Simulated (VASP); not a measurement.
# AlB2P3 (R-3m) in VASP: a series of runs

Runs on AlB2P3. Level: PBE. Tasks: single point.

All numbers are computed with VASP 6.6.1; they aren't measurements. Logs are shortened: lines on timing, memory, paths and dates and some standing lists are left out, and cuts for length are marked.

## 1. The cell of the first run

It takes space group R-3m (No. 166, trigonal). The conventional cell has a = 4.890 Å, b = 4.890 Å, c = 12.935 Å, α = 90.00°, β = 90.00°, γ = 120.00°. Within 3.4 Å of Al (site symmetry -3m) lie 6 P at 2.58 Å and 6 B at 2.90 Å. Within 2.7 Å of B (site symmetry 3m) lie 3 P at 2.07 Å. Within 2.7 Å of P (site symmetry 2/m) lie 2 B at 2.07 Å and 4 P at 2.45 Å and 2 Al at 2.58 Å.

## 2. Single point, PBE

Input file INCAR:

```
PREC = Accurate
ENCUT = 520
EDIFF = 1E-7
ISMEAR = 0
SIGMA = 0.1
LREAL = False
LASPH = True
NELM = 100
ALGO = Normal
ISIF = 2
LWAVE = False
LCHARG = True
GGA = PE
LELF = True
LVHAR = True
NBANDS = 21
```

Input file KPOINTS:

```
regular mesh
0
Gamma
  6 6 6
```

Input file POSCAR:

```
AlB2P3
1.0
    2.4451017833      1.4116801728      4.3115168787
   -2.4451017833      1.4116801728      4.3115168787
    0.0000000000     -2.8233603456      4.3115168787
Al B P
1 2 3
Direct
    0.0000000000      0.0000000000      0.0000000000
    0.7166157501      0.7166157501      0.7166157501
    0.2833842499      0.2833842499      0.2833842499
    0.0000000000      0.5000000000      0.0000000000
    0.5000000000      0.0000000000      0.0000000000
    0.0000000000      0.0000000000      0.5000000000
```

Potentials or basis: VASP PAW PBE potentials, release 64 (Al, B, P).

Run with:

```
$ cat potpaw_PBE.64/Al/POTCAR potpaw_PBE.64/B/POTCAR potpaw_PBE.64/P/POTCAR > POTCAR
$ mpirun -np 1 vasp_std > vasp.out
```

OUTCAR:

```text
PREC = Accurate
   ENCUT = 520
   EDIFF = 1E-7
   ISMEAR = 0
   LREAL = False
   LASPH = True
   NELM = 100
   ISIF = 2
   GGA = PE

 ion  position               nearest neighbor table
   1  0.000  0.000  0.000-   4 2.58   5 2.58   4 2.58   5 2.58   6 2.58   6 2.58
   2  0.717  0.717  0.717-   4 2.07   5 2.07   6 2.07
   3  0.283  0.283  0.283-   4 2.07   5 2.07   6 2.07
   4  0.000  0.500  0.000-   2 2.07   3 2.07   5 2.45   5 2.45   6 2.45   6 2.45   1 2.58   1 2.58

   5  0.500  0.000  0.000-   2 2.07   3 2.07   4 2.45   4 2.45   6 2.45   6 2.45   1 2.58   1 2.58

   6  0.000  0.000  0.500-   2 2.07   3 2.07   4 2.45   5 2.45   4 2.45   5 2.45   1 2.58   1 2.58

  LATTYP: Found a trigonal (rhomboedric) cell.
 ALAT       =     5.1536920199
 COS(alpha) =     0.5498192124

  Lattice vectors:

 A1 = (   2.4451017833,   1.4116801728,   4.3115168787)
 A2 = (  -2.4451017833,   1.4116801728,   4.3115168787)
 A3 = (   0.0000000000,  -2.8233603456,   4.3115168787)

Analysis of symmetry for initial positions (statically):
=====================================================================
 Subroutine PRICEL returns:
 Original cell was already a primitive cell.

 Routine SETGRP: Setting up the symmetry group for a
 trigonal (rhombohedral) supercell.

 Subroutine GETGRP returns: Found 12 space group operations
 (whereof 12 operations were pure point group operations)
 out of a pool of 12 trial point group operations.

The static configuration has the point symmetry D_3d.

Analysis of symmetry for dynamics (positions and initial velocities):
=====================================================================
 Subroutine PRICEL returns:
 Original cell was already a primitive cell.

 Routine SETGRP: Setting up the symmetry group for a
 trigonal (rhombohedral) supercell.

 Subroutine GETGRP returns: Found 12 space group operations
 (whereof 12 operations were pure point group operations)
 out of a pool of 12 trial point group operations.

The dynamic configuration has the point symmetry D_3d.

 Subroutine INISYM returns: Found 12 space group operations
 (whereof 12 operations are pure point group operations),
 and found     1 'primitive' translations

----------------------------------------------------------------------------------------

                                     Primitive cell

  volume of cell :      89.2924

  direct lattice vectors                    reciprocal lattice vectors
     2.445101783  1.411680173  4.311516879     0.204490465  0.118062625  0.077312311
    -2.445101783  1.411680173  4.311516879    -0.204490465  0.118062625  0.077312311
     0.000000000 -2.823360346  4.311516879     0.000000000 -0.236125250  0.077312311

  length of vectors
     5.153692020  5.153692020  5.153692020     0.248459910  0.248459910  0.248459910

  position of ions in fractional coordinates (direct lattice)
     0.000000000  0.000000000  0.000000000
     0.716615750  0.716615750  0.716615750
     0.283384250  0.283384250  0.283384250
     1.000000000  0.500000000  0.000000000
     0.500000000  1.000000000  0.000000000
     0.000000000  0.000000000  0.500000000

  ion indices of the primitive-cell ions
   primitive index   ion index
                 1           1
                 2           2
                 3           3
                 4           4
                 5           5
                 6           6

----------------------------------------------------------------------------------------

 KPOINTS: regular mesh

Automatic generation of k-mesh.
 Grid dimensions read from file:
 generate k-points for:    6    6    6

 Generating k-lattice:

  Cartesian coordinates                     Fractional coordinates (reciprocal lattice)
     0.034081744  0.019677104  0.012885385     0.166666667 -0.000000000 -0.000000000
    -0.034081744  0.019677104  0.012885385    -0.000000000  0.166666667 -0.000000000
     0.000000000 -0.039354208  0.012885385    -0.000000000 -0.000000000  0.166666667

  Length of vectors
     0.041409985  0.041409985  0.041409985

  Shift w.r.t. Gamma in fractional coordinates (k-lattice)
     0.000000000  0.000000000  0.000000000

 Subroutine IBZKPT returns following result:
 ===========================================

 Found     32 irreducible k-points:

 Following reciprocal coordinates:
            Coordinates               Weight
  0.000000  0.000000  0.000000      1.000000
  0.166667  0.000000  0.000000      6.000000
  0.333333 -0.000000  0.000000      6.000000
  0.500000  0.000000  0.000000      3.000000
  0.166667  0.166667  0.000000      6.000000
  0.333333  0.166667 -0.000000     12.000000
[... 16 lines left out ...]
  0.500000  0.500000  0.166667      6.000000
 -0.333333  0.500000  0.166667     12.000000
 [... further k-points ...]
   k-points           NKPTS =     32   k-points in BZ     NKDIM =     32   number of bands    NBANDS=     21
   number of dos      NEDOS =    301   number of ions     NIONS =      6
   total plane-waves  NPLWV =  64000
   dimension x,y,z NGX =    40 NGY =   40 NGZ =   40
   dimension x,y,z NGXF=    80 NGYF=   80 NGZF=   80
   ions per type =               1   2   3
   NGX,Y,Z   is equivalent  to a cutoff of  12.90, 12.90, 12.90 a.u.
   NGXF,Y,Z  is equivalent  to a cutoff of  25.81, 25.81, 25.81 a.u.
 SYSTEM =  unknown system
   PREC   = accura    normal or accurate (medium, high low for compatibility)
   ISTART =      0    job   : 0-new  1-cont  2-samecut
   ICHARG =      2    charge: 1-file 2-atom 10-const
   ISPIN  =      1    spin polarized calculation?
   LNONCOLLINEAR =      F non collinear calculations
   LSORBIT =      F    spin-orbit coupling
   LASPH  =      T    aspherical Exc in radial PAW
   ENCUT  =  520.0 eV  38.22 Ry    6.18 a.u.   9.58  9.58  9.58*2*pi/ulx,y,z
   NELM   =    100;   NELMIN=  2; NELMDL= -5     # of ELM steps
   EDIFF  = 0.1E-06   stopping-criterion for ELM
   LREAL  =      F    real-space projection
   EDIFFG = 0.1E-05   stopping-criterion for IOM
   NSW    =      0    number of steps for IOM
   IBRION =     -1    ionic relax: 0-MD 1-quasi-New 2-CG
   NFREE  =      0    steps in history (QN), initial steepest desc. (CG)
   ISIF   =      2    stress and relaxation
   ISYM   =      2    0-nonsym 1-usesym 2-fastsym
   POTIM  = 0.5000    time-step for ionic-motion
   TEBEG  =    0.0;   TEEND  =   0.0 temperature during run
   PSTRESS=    0.0 pullay stress
   NELECT =      24.0000    total number of electrons
   NUPDOWN=      -1.0000    fix difference up-down
   EMIN   =  10.00;   EMAX   =-10.00  energy-range for DOS
   EFERMI =   0.00;   METHOD = LEGACY
   ISMEAR =     0;   SIGMA  =   0.10  broadening in eV -4-tet -1-fermi 0-gaus
   EFERMI_NEDOS =   21; number of points for ismear=-14 and -15
   IALGO  =     38    algorithm
   IMIX   =      4    mixing-type and parameters
     AMIX     =   0.40;   BMIX     =  1.00
     AMIX_MAG =   1.60;   BMIX_MAG =  1.00
  volume/ion in A,a.u.               =      14.88       100.43
  Fermi-wavevector in a.u.,A,eV,Ry     =   1.056510  1.996515 15.187012  1.116214
  Thomas-Fermi vector in A             =   2.191749
   LORBIT       =      0    0 simple, 1 ext, 2 COOP (PROOUT), +10 PAW based schemes
   GGA     = PE    functional components
   LHFCALC =     F    Hartree Fock is set to
   AEXX    =    0.0000 exact exchange contribution
   IVDW    =     0    specifies the selected vdW correction
   LEPSILON=     F    determine dielectric tensor
   LRPA    =     F    only Hartree local field effects (RPA)
 non-spin polarized calculation
 Gauss-broadening in eV      SIGMA  =   0.10
  energy-cutoff  :      520.00
  volume of cell :       89.29
 maximum number of plane-waves:      2425
 NGX is ok and might be reduce to    40
   NGX = 19   NGY = 19   NGZ = 19

 number of electron      24.0000001 magnetization

 Free energy of the ion-electron system (eV)
  ---------------------------------------------------
  ext. energy  EPLUGINS =         0.00000000
  ---------------------------------------------------
  free energy    TOTEN  =       -27.17116505 eV

  energy without entropy =      -27.16268618  energy(sigma->0) =      -27.16692561

 E-fermi :   6.6946     XC(G=0): -10.1897

 val. band max:        6.6494058292   @ k =   0.0000   0.0000   0.0000
 cond. band min:       6.6989515281   @ k =   0.3333  -0.0000   0.0000
 fundamental gap:      0.0495456988
 Fermi energy:         6.6945831166

 k-point     1 :       0.0000    0.0000    0.0000
  band No.  band energies     occupation
      1      -9.5499      2.00000
      2      -4.1385      2.00000
      3      -2.4543      2.00000
      4      -2.4543      2.00000
      5      -0.8269      2.00000
      6       1.2991      2.00000
[... 13 lines left out ...]
     20      13.7234      0.00000
     21      13.7234      0.00000

 k-point     2 :       0.1667    0.0000    0.0000
  band No.  band energies     occupation
      1      -9.3701      2.00000
      2      -5.0445      2.00000
      3      -2.5893      2.00000
      4      -1.9262      2.00000
      5      -0.6045      2.00000
      6       1.2190      2.00000
[... 13 lines left out ...]
     20      13.6234      0.00000
     21      13.7156      0.00000

 k-point     3 :       0.3333   -0.0000    0.0000
  band No.  band energies     occupation
      1      -8.8680      2.00000
      2      -6.3535      2.00000
      3      -2.8152      2.00000
      4      -1.4600      2.00000
      5      -0.4213      2.00000
      6       0.0940      2.00000
[... 13 lines left out ...]
     20      13.1908      0.00000
     21      13.4959      0.00000
[... 457 lines left out ...]
 k-point    23 :       0.5000    0.5000    0.1667
  band No.  band energies     occupation
      1      -8.6581      2.00000
      2      -6.3495      2.00000
      3      -3.1406      2.00000
      4      -2.9047      2.00000
      5      -0.6545      2.00000
      6       0.4088      2.00000
[... 13 lines left out ...]
     20      12.3494      0.00000
     21      12.4492      0.00000

 k-point    24 :      -0.3333    0.5000    0.1667
  band No.  band energies     occupation
      1      -8.2442      2.00000
      2      -7.0553      2.00000
      3      -3.4567      2.00000
      4      -2.4912      2.00000
      5      -0.3783      2.00000
      6       0.5469      2.00000
[... 13 lines left out ...]
     20      12.0667      0.00000
     21      12.9111      0.00000

 [... further k-points ...]
[... 5 lines left out ...]
  --------------------------------------------------------------------------------------
  -------------------------------------------------------------------------------------
  Total       -0.1962653     -0.1962653      0.1325667      0.0000000      0.0000000      0.0000000
  in kB       -3.5215951     -3.5215951      2.3786490      0.0000000      0.0000000      0.0000000
  external PRESSURE =      -1.5548471 kB  Pullay stress =       0.0000000 kB

 VOLUME and BASIS-vectors are now :
 -----------------------------------------------------------------------------
  energy-cutoff  :      520.00
  volume of cell :       89.29
      direct lattice vectors                 reciprocal lattice vectors
     2.445101783  1.411680173  4.311516879     0.204490465  0.118062625  0.077312311
    -2.445101783  1.411680173  4.311516879    -0.204490465  0.118062625  0.077312311
     0.000000000 -2.823360346  4.311516879     0.000000000 -0.236125250  0.077312311

 POSITION                                       TOTAL-FORCE (eV/Angst)
 -----------------------------------------------------------------------------------
      0.00000      0.00000      0.00000         0.000000      0.000000      0.000000
      0.00000      0.00000      9.26910         0.000000      0.000000      0.022276
      0.00000      0.00000      3.66545         0.000000     -0.000000     -0.022276
     -1.22255      0.70584      2.15576         0.000000      0.000000      0.000000
      1.22255      0.70584      2.15576         0.000000     -0.000000     -0.000000
      0.00000     -1.41168      2.15576        -0.000000      0.000000     -0.000000
 -----------------------------------------------------------------------------------
    total drift:                               -0.000000      0.000000      0.000000

  FREE ENERGIE OF THE ION-ELECTRON SYSTEM (eV)
  ---------------------------------------------------
  free  energy   TOTEN  =       -27.1711650501 eV

  energy  without entropy=      -27.1626861790  energy(sigma->0) =      -27.16692561
```

It took 27 s on 1 thread of Intel Xeon 6975P-C (Granite Rapids), shared host; peak memory 0.25 GiB.

What came out:

```
Free energy            : -27.1712 eV
Pressure               : -0.2 GPa
Largest force          : 0.022 eV/Å
Band gap on the k mesh : zero (band 12 reaches 7.31 eV, above the bottom of band 13 at 6.11 eV)
```

Forces in eV/Å, atoms in the order of the input:
```
Al   0.000  0.000  0.000
B    0.000  0.000  0.022
B    0.000  0.000 -0.022
P    0.000  0.000  0.000
P    0.000  0.000  0.000
P    0.000  0.000  0.000
```

## 3. Single point, PBE

This run uses another cell than the first one, of 15.77 Å³/atom, 1.060 times its volume.

Input file INCAR:

```
  PREC = Accurate
  ENCUT = 520
  EDIFF = 1E-7
  ISMEAR = 0
  SIGMA = 0.1
  LREAL = False
  LASPH = True
  NELM = 100
  ALGO = Normal
  ISIF = 2
  LWAVE = False
  LCHARG = False
  GGA = PE
  NBANDS = 21
```

Input file KPOINTS:

```
Automatic mesh
0
Gamma
  6 6 6
```

Input file POSCAR:

```
AlB2P3
1.0
    2.5812177100      1.4902667400      4.1005754800
   -2.5812177100      1.4902667400      4.1005754800
    0.0000000000     -2.9805334800      4.1005754800
Al B P
1 2 3
Direct
    0.0000000000      0.0000000000      0.0000000000
    0.6265190200      0.6265190200      0.6265190200
    0.3734809800      0.3734809800      0.3734809800
    0.0000000000      0.5000000000      0.0000000000
    0.5000000000      0.0000000000      0.0000000000
    0.0000000000      0.0000000000      0.5000000000
```

Potentials or basis: VASP PAW PBE potentials, release 64 (Al, B, P).

Run with:

```
$ cat potpaw_PBE.64/Al/POTCAR potpaw_PBE.64/B/POTCAR potpaw_PBE.64/P/POTCAR > POTCAR
$ mpirun -np 1 vasp_std > vasp.out
```

It took 24 s on 1 thread of Intel Xeon 6975P-C (Granite Rapids), shared host; peak memory 0.25 GiB.

The run converged. Its results:

| Item | Value |
| --- | --- |
| Free energy | -24.4986 eV |
| Pressure | -7.2 GPa |
| Largest force | 0.049 eV/Å |
| Band gap on the k mesh | zero (band 12 reaches 7.04 eV, above the bottom of band 13 at 5.14 eV) |

Forces on the atoms (eV/Å):
```
Al   0.000  0.000  0.000
B    0.000  0.000  0.049
B    0.000  0.000 -0.049
P    0.000  0.000  0.000
P    0.000  0.000  0.000
P    0.000  0.000  0.000
```

Stress tensor (GPa, compression positive):
```
-8.20  0.00  0.00
 0.00 -8.20  0.00
 0.00  0.00 -5.16
```

Levels at points of the mesh, in eV from the Fermi level:
| k point | band 10 | band 11 | band 12 | band 13 | band 14 | band 15 |
| --- | --- | --- | --- | --- | --- | --- |
| (0.00, 0.00, 0.00) | -2.52 | -2.21 | -2.21 | -1.11 | -1.11 | -0.83 |
| (0.50, 0.00, 0.00) | -1.76 | -1.50 | -1.23 | -0.07 | 0.18 | 1.89 |
| (0.50, 0.50, 0.00) | -1.29 | -0.63 | -0.51 | -0.21 | 0.92 | 1.40 |
| (0.50, 0.50, 0.50) | -1.29 | -1.29 | -0.29 | 0.25 | 0.25 | 2.50 |
